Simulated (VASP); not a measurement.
A run of VASP 6.6.1:

File INCAR:

```
ALGO = Normal ; EDIFF = 1E-7
EDIFFG = -0.04 ; ENCUT = 600
GGA = PE ; GGA_COMPAT = F
IBRION = 2 ; ISIF = 3
ISMEAR = 0 ; LASPH = T
LCHARG = F ; LMAXMIX = 6
LREAL = F ; LWAVE = F
NELM = 200 ; NELMIN = 4
NSW = 90 ; PREC = Accurate
SIGMA = 0.1
```

File KPOINTS:

```
k-points
0
Gamma
  4 4 4
```

File POSCAR:

```
HoSi2O
1.0
    4.0853210700      0.0000000000      0.0000000000
    0.0000000000      4.0853210700      0.0000000000
    0.0000000000      0.0000000000      4.1117805000
Ho Si O
1 2 1
Direct
    0.0000000000      0.0000000000      0.8512721300
    0.5000000000      0.0000000000      0.5905324500
    0.0000000000      0.5000000000      0.5905324500
    0.0000000000      0.0000000000      0.3901772700
```

Potentials or basis: VASP PAW PBE potentials, release 64 (Ho_3, Si, O), 4f in core.

The run is started by

```sh
$ cat potpaw_PBE.64/Ho_3/POTCAR potpaw_PBE.64/Si/POTCAR potpaw_PBE.64/O/POTCAR > POTCAR
$ mpirun -np 1 vasp_std > vasp.out
```

Hardware: 1 thread of AMD EPYC 9R45 96-Core Processor (Zen 5), on a shared host.

Estimate the wall time of this run.

Run time: 4 min on 1 thread of AMD EPYC 9R45 96-Core Processor (Zen 5), with other jobs on the host, peak memory 0.2 GiB. Counts: scf iterations 217, k points 18, ion steps 19.
